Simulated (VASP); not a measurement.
A run of VASP 6.6.1:

File INCAR:

```
  ALGO = Normal
  EDIFF = 1E-7
  EDIFFG = -0.04
  ENCUT = 600
  GGA = PE
  IBRION = 2
  ISIF = 3
  ISMEAR = 0
  LASPH = True
  LCHARG = False
  LREAL = False
  LWAVE = False
  NELM = 100
  NSW = 90
  PREC = Accurate
  SIGMA = 0.1
```

File KPOINTS:

```
k-points
0
Gamma
  8 8 2
```

File POSCAR:

```
Al
1.0
    1.4332090300     -2.3782174200      0.0000000000
    1.4332090300      2.3782174200      0.0000000000
    0.0000000000      0.0000000000      9.3211864400
Al
4
Direct
    0.0417833700      0.9582166300      0.0105004200
    0.4189107500      0.5810892500      0.2394995800
    0.9582166300      0.0417833700      0.5105004200
    0.5810892500      0.4189107500      0.7394995800
```

Potentials or basis: VASP PAW PBE potentials, release 64 (Al).

Run with:

```console
$ cat potpaw_PBE.64/Al/POTCAR > POTCAR
$ mpirun -np 1 vasp_std > vasp.out
```

Hardware: 1 thread of Intel(R) Xeon(R) Platinum 8259CL CPU @ 2.50GHz (Skylake/Cascade Lake), on a shared host.

**Question.** Estimate the wall time of this run.

**Answer.** Run time: 12 min on 1 thread of Intel(R) Xeon(R) Platinum 8259CL CPU @ 2.50GHz (Skylake/Cascade Lake), on a shared host, peak memory 0.21 GiB. Counts: scf iterations 404, k points 42, ion steps 66.
